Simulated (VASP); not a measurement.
Wanted: the native input for a VASP 6.6.1 run.

| Item | Value |
| --- | --- |
| Task | relaxation of cell and atoms |
| Functional | PBEsol |
| Potentials or basis | VASP PAW PBE potentials, release 64 (Ti_sv) |
| Cutoff | 600 eV |
| k mesh | 4 × 4 × 4 |
| Occupations | gaussian, width 0.1 eV |
| Spin | no spin polarisation |
| Dipole correction | no |
| Further INCAR settings | ALGO = Normal; EDIFF = 1e-06; IBRION = 2; EDIFFG = -0.04; NSW = 90; ISIF = 3 |

The structure of Ti lies in POSCAR:

```
Ti
1.0
    2.1943530355     -3.7190214569      0.0000000000
    2.1943530355      3.7190214569      0.0000000000
    0.0000000000      0.0000000000      4.3945437982
Ti
4
Direct
    0.1525000000      0.8475000000      0.0785000000
    0.6525000000      0.3475000000      0.4215000000
    0.8475000000      0.1525000000      0.9215000000
    0.3475000000      0.6525000000      0.5785000000
```

One way to write it, as run:

INCAR

```
SYSTEM = Ti
PREC = Accurate ; ENCUT = 600
EDIFF = 1E-6 ; ISMEAR = 0
SIGMA = 0.1 ; LREAL = .False.
LASPH = .True. ; NELM = 100
ALGO = Normal ; ISIF = 3
LWAVE = .False. ; LCHARG = .False.
GGA = PS ; IBRION = 2
NSW = 90 ; EDIFFG = -0.04
```

KPOINTS

```
Automatic mesh
0
Gamma
  4 4 4
  0 0 0
```

Potentials or basis: VASP PAW PBE potentials, release 64 (Ti_sv).

Launch:

```sh
$ cat potpaw_PBE.64/Ti_sv/POTCAR > POTCAR
$ mpirun -np 1 vasp_std > vasp.out
```

Results of the run:

```yaml
Relaxed_volume: 17.62 Å³/atom
Relaxed_cell: a = 5.220 Å, b = 5.220 Å, c = 3.567 Å, α = 90.00°, β = 90.00°, γ = 133.51°
Space_group_after_relaxing_to_0.1_Å: Fmmm (No. 69)
Energy_gained_by_relaxing: 879.9 meV/atom
Ionic_steps: 18
Pressure_after_relaxing: 0.1 GPa
Largest_force_after_relaxing: 0.028 eV/Å
Band_gap_on_the_k_mesh: zero (bands 24 and 25 overlap by 0.10 eV)
```

Caveat: the k points lie up to 0.44 Å⁻¹ apart in the final cell; a cell axis changed by over 15 % at a fixed basis, so the end point is rough; the PAW data sets were made with another functional, which shifts forces and pressure a little.

Run time: 16 min on 1 thread of Intel Xeon 8259CL, with other jobs on the host, peak memory 0.23 GiB.
